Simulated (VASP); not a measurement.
A run of VASP 6.6.1:

The input INCAR:

```
PREC = Accurate
ENCUT = 520
EDIFF = 1E-6
ISMEAR = 0
SIGMA = 0.05
LREAL = False
LASPH = True
NELM = 150
ALGO = Normal
ISIF = 2
LWAVE = False
LCHARG = False
ISPIN = 2
MAGMOM = 0 0 0 0
LORBIT = 11
LMAXMIX = 4
LDAU = True
LDAUTYPE = 2
LDAUL = -1 2
LDAUU = 0 1
LDAUJ = 0 0
LDAUPRINT = 1
GGA = CA
NBANDS = 28
```

File KPOINTS:

```
regular mesh
0
Gamma
  5 5 4
```

The input POSCAR:

```
TePd
1.0
    4.1520974300      0.0000000000      0.0000000000
   -2.0760487100      3.5958218500      0.0000000000
    0.0000000000      0.0000000000      5.6718989000
Te Pd
2 2
Direct
    0.3333333333      0.6666666667      0.2500000000
    0.6666666667      0.3333333333      0.7500000000
    0.0000000000      0.0000000000      0.0000000000
    0.0000000000      0.0000000000      0.5000000000
```

Potentials or basis: VASP PAW LDA potentials, release 64 (Te, Pd).

Launch:

```console
$ cat potpaw_LDA.64/Te/POTCAR potpaw_LDA.64/Pd/POTCAR > POTCAR
$ mpirun -np 1 vasp_std > vasp.out
```

Hardware: 1 thread of Intel(R) Xeon(R) Platinum 8375C CPU @ 2.90GHz (Ice Lake) (shared host).

Problem. How long does it take, and how much memory?

Solution. Run time: 48 s on 1 thread of Intel(R) Xeon(R) Platinum 8375C CPU @ 2.90GHz (Ice Lake), with other jobs on the host, peak memory 0.21 GiB. Counts: scf iterations 14, k points 15.
